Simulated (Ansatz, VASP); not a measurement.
**Ge: VASP beside Ansatz**

Contents of POSCAR:

```
Ge
1.0
    0.0000000000      2.8641037698      2.8641037698
    2.8641037698      0.0000000000      2.8641037698
    2.8641037698      2.8641037698      0.0000000000
Ge
2
Direct
    0.5000000000      0.5000000000      0.5000000000
    0.7500000000      0.7500000000      0.7500000000
```

File INCAR.step1:

```
ALGO = Normal
EDIFF = 1E-4
ENCUT = 520
GGA = PE
ISMEAR = 0
LASPH = T
LCHARG = F
LREAL = F
LWAVE = T
NBANDS = 21
NELM = 80
PREC = Accurate
SIGMA = 0.05
```

The input INCAR.step2:

```
ALGO = Normal
EDIFF = 1E-6
ENCUT = 520
ISIF = 2
ISMEAR = 0
ISTART = 1
LASPH = T
LCHARG = F
LMIXTAU = T
LREAL = F
LWAVE = F
METAGGA = R2SCAN
NBANDS = 21
NELM = 80
PREC = Accurate
SIGMA = 0.05
```

Contents of KPOINTS:

```
k-points
0
Gamma
  12 12 12
```

Input for Ansatz:

```yaml
crystal:
  lattice:
    - [0.0, 2.8641037698, 2.8641037698]
    - [2.8641037698, 0.0, 2.8641037698]
    - [2.8641037698, 2.8641037698, 0.0]
  atoms:
    - { symbol: Ge, position: [0.5, 0.5, 0.5] }
    - { symbol: Ge, position: [0.75, 0.75, 0.75] }
basis:
  ecutwfc: 500
  ecutrho_ratio: 4
kpoints:
  mp_grid: { grid: [12, 12, 12] }
hamiltonian:
  xc: r2scan
scf:
  occupations: { method: gaussian, width: 0.05 }
output:
  forces: true
  stress: true
  eigenvalues: true
```

Alike in both runs: task single point; functional r2SCAN; k mesh 12 × 12 × 12; occupations gaussian, width 0.05 eV; no spin polarisation.

|  | VASP | Ansatz |
| --- | --- | --- |
| version | VASP 6.6.1 | Ansatz 0.2.0 |
| potentials or method | VASP PAW PBE potentials, release 64 (Ge_d), cutoff 520 eV | scalar-relativistic, plane waves, PAW |
| valence electrons in the cell | 28 | 28 |

```csv
,VASP,Ansatz,Ansatz less VASP
pressure (GPa),-1.8,-1.9,-0.06
```

VASP's potentials were made for PBE, not for r2SCAN.
